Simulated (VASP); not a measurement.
Crystal: AlFe.

```
CELL_PARAMETERS angstrom
-2.91000 0.00000 0.00000
0.00000 -2.91000 0.00000
0.00000 0.00000 2.91000
ATOMIC_POSITIONS crystal
Al 0.00000 0.00000 0.00000
Fe 0.50000 0.50000 0.50000
```

```yaml
Program: VASP 6.6.1
Task: relaxation of cell and atoms
Functional: PBEsol
Potentials_or_basis: VASP PAW PBE potentials, release 64 (Al, Fe)
Cutoff: 600 eV
k_mesh: 6 × 6 × 6
Occupations: gaussian, width 0.1 eV
Spin: collinear spin, ferromagnetic start
Starting_moments: "[0.0, 0.84] μB"
```

At the start: pressure -11.0 GPa; volume 12.32 Å³/atom.

Problem. How do energy, volume and symmetry change on relaxing?

Solution. Over 3 steps the energy falls by 29.0 meV/atom and the volume is 11.53 Å³/atom (-6.4 %); space group Pm-3m (No. 221, to 0.1 Å) before and after; moment 0.69 μB per cell.

Step by step:
| step | energy change (eV) | largest force (eV/Å) | pressure (GPa) | volume (Å³) |
| --- | --- | --- | --- | --- |
| 1 | 0.0000 | 0.0000 | -10.99 | 24.64 |
| 2 | -0.0100 | 0.0000 | 12.48 | 21.75 |
| 3 | -0.0580 | 0.0000 | -0.08 | 23.06 |

Final structure:
```
Al Fe
1.0
    -2.84635    0.00000    0.00000
     0.00000   -2.84635    0.00000
     0.00000    0.00000    2.84635
Al Fe
1 1
Cartesian
  0.0000 0.0000 0.0000
  -1.4232 -1.4232 1.4232
```

Caveat: the PAW data sets were made with another functional, which shifts forces and pressure a little.
